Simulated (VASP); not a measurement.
Here is a VASP 6.6.1 calculation.

File INCAR:

```
ALGO = Normal ; EDIFF = 1E-6
ENCUT = 520 ; GGA = PE
ISIF = 2 ; ISMEAR = 0
LASPH = True ; LCHARG = False
LREAL = False ; LWAVE = False
NBANDS = 14 ; NELM = 100
PREC = Accurate ; SIGMA = 0.1
```

KPOINTS

```
k-points
0
Gamma
  4 4 4
```

File POSCAR:

```
Mg3O
1.0
    3.9592986307      0.0000000000      0.0000000000
    0.0000000000      3.9592986307      0.0000000000
    0.0000000000      0.0000000000      3.9592986307
Mg O
3 1
Direct
    0.0000000000      0.5000000000      0.5000000000
    0.5000000000      0.0000000000      0.5000000000
    0.5000000000      0.5000000000      0.0000000000
    0.0000000000      0.0000000000      0.0000000000
```

Potentials or basis: VASP PAW PBE potentials, release 64 (Mg, O).

Command:

```sh
$ cat potpaw_PBE.64/Mg/POTCAR potpaw_PBE.64/O/POTCAR > POTCAR
$ mpirun -np 1 vasp_std > vasp.out
```

Estimate the band gap on the k mesh.

zero (band 6 reaches 6.44 eV, above the bottom of band 7 at 3.50 eV).

What does it give for the pressure?

7.6 GPa.

Caveat: the k points lie up to 0.40 Å⁻¹ apart.
